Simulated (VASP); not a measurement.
A run of VASP 6.6.1 is set up as follows.

The input INCAR:

```
SYSTEM = MgB2
ALGO     = Normal         ! electronic algorithm
EDIFF    = 1E-6           ! SCF threshold, eV
ENCUT    = 520            ! plane-wave cutoff, eV
GGA      = PE             ! functional
ISIF     = 2              ! what is computed and relaxed
ISMEAR   = -1             ! smearing method
LASPH    = .True.         ! aspherical terms in the spheres
LCHARG   = .False.        ! write CHGCAR
LREAL    = .False.        ! projectors in reciprocal space
LWAVE    = .False.        ! write WAVECAR
NBANDS   = 11             ! bands
NELM     = 80             ! most SCF steps
PREC     = Accurate       ! precision mode
SIGMA    = 0.05           ! smearing width, eV
```

KPOINTS

```
k-points
0
Gamma
  6 6 4
  0 0 0
```

The input POSCAR:

```
MgB2
1.0
    3.0850000000      0.0000000000      0.0000000000
   -1.5425000000      2.6716883707      0.0000000000
    0.0000000000      0.0000000000      3.5230000000
Mg B
1 2
Direct
    0.0000000000      0.0000000000      0.0000000000
    0.6666666667      0.3333333333      0.5000000000
    0.3333333333      0.6666666667      0.5000000000
```

Potentials or basis: VASP PAW PBE potentials, release 64 (Mg, B).

Run with:

```bash
$ cat potpaw_PBE.64/Mg/POTCAR potpaw_PBE.64/B/POTCAR > POTCAR
$ mpirun -np 1 vasp_std > vasp.out
```

(1) What does it give for the pressure?

(2) Predict the band gap on the k mesh.

## Answers

(1) -1.3 GPa.

(2) zero (bands 4 and 5 overlap by 3.81 eV).

Caveat: the k points lie up to 0.45 Å⁻¹ apart, too coarse for converged energies and pressures of a metal.
